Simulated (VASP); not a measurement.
Runs of VASP 6.6.1 on In. The structure is that of space group P6_3/mmc (No. 194), or close to it. The cells are those of the table. This isn't the form of In at room conditions, which is tetragonal.

| task | cell | k mesh | cutoff (eV) | gap on the mesh (eV) | pressure (GPa) |
| --- | --- | --- | --- | --- | --- |
| single point | a = 3.631, b = 3.631, c = 11.788 Å, angles 90.0, 90.0, 120.0°, 4 atoms | 12 × 12 × 3 | 520 | none | -1.4 |
| relaxation of cell and atoms | relaxed from a = 3.331, b = 3.331, c = 10.880 Å, angles 90.0, 90.0, 120.0°, 4 atoms | 11 × 11 × 3 | 600 | none | 0.0 |
| single point | a = 3.539, b = 3.539, c = 11.490 Å, angles 90.0, 90.0, 120.0°, 4 atoms | 14 × 14 × 4 | 520 | none | 0.0 |
| single point | a = 3.676, b = 3.676, c = 11.932 Å, angles 90.0, 90.0, 120.0°, 4 atoms | 12 × 12 × 3 | 520 | none | (a) |

Alike in all rows: level BLYP; potentials or basis VASP PAW PBE potentials, release 64 (In_d); no spin polarisation; smearing fermi-dirac 0.1 eV.

Estimate the missing entries.

(a) -1.9.

Caveats: the PAW data sets were made with another functional, which shifts forces and pressure a little; spin-orbit coupling is left out, which moves the levels of the heavy elements.

A k mesh can miss the band edges, and the runs leave out spin-orbit coupling on In.

A gap of «none» marks levels without a gap at the run's occupations.
